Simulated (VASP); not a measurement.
Wanted: the native input for a VASP 6.6.1 run.

- Task: relaxation of cell and atoms
- Functional: PBE
- Potentials or basis: VASP PAW PBE potentials, release 64 (Zn, O)
- Cutoff: 600 eV
- k mesh: 14 × 14 × 14
- Occupations: fermi-dirac, width 0.08 eV
- Spin: no spin polarisation
- Target pressure: 14 GPa
- Dipole correction: no
- Further INCAR settings: ALGO = Normal; EDIFF = 1e-07; IBRION = 2; EDIFFG = -0.005; NSW = 60; ISIF = 3

The structure of ZnO (CsCl type) lies in POSCAR:

```
ZnO
1.0
    2.6240360052      0.0000000000      0.0000000000
    0.0000000000      2.6240360052      0.0000000000
    0.0000000000      0.0000000000      2.6240360052
Zn O
1 1
Direct
    0.0000000000      0.0000000000      0.0000000000
    0.5000000000      0.5000000000      0.5000000000
```

These files were run (other wordings do the same):

INCAR

```
PREC     = Accurate       # precision mode
ENCUT    = 600            # plane-wave cutoff, eV
EDIFF    = 1E-7           # SCF threshold, eV
ISMEAR   = -1             # smearing method
SIGMA    = 0.08           # smearing width, eV
LREAL    = F              # projectors in reciprocal space
LASPH    = T              # aspherical terms in the spheres
NELM     = 100            # most SCF steps
ALGO     = Normal         # electronic algorithm
ISIF     = 3              # what is computed and relaxed
LWAVE    = F              # write WAVECAR
LCHARG   = F              # write CHGCAR
GGA      = PE             # functional
IBRION   = 2              # ionic algorithm
NSW      = 60             # ionic steps
EDIFFG   = -0.005         # ionic threshold
PSTRESS  = 140.0
```

KPOINTS

```
Automatic mesh
0
Gamma
  14 14 14
```

Potentials or basis: VASP PAW PBE potentials, release 64 (Zn, O).

Command:

```sh
$ cat potpaw_PBE.64/Zn/POTCAR potpaw_PBE.64/O/POTCAR > POTCAR
$ mpirun -np 1 vasp_std > vasp.out
```

Results of the run:

```
Relaxed volume                                             : 9.05 Å³/atom
Relaxed cell                                               : a = 2.626 Å, b = 2.626 Å, c = 2.626 Å, α = 90.00°, β = 90.00°, γ = 90.00°
Space group after relaxing (to 0.1 Å)                      : Pm-3m (No. 221)
Energy change on relaxing (the run minimises the enthalpy) : -1.5 meV/atom
Ionic steps                                                : 3
Pressure after relaxing                                    : 14.0 GPa
Band gap on the k mesh                                     : zero (bands 9 and 10 overlap by 0.47 eV)
```

Caveat: the cell is relaxed towards a set pressure, so the run minimises the enthalpy, not the energy; semilocal functionals underestimate gaps, and a narrow one can read as zero.

It took 100 s on 1 thread of Intel Xeon 8259CL, with other jobs on the host, peak memory 0.17 GiB.
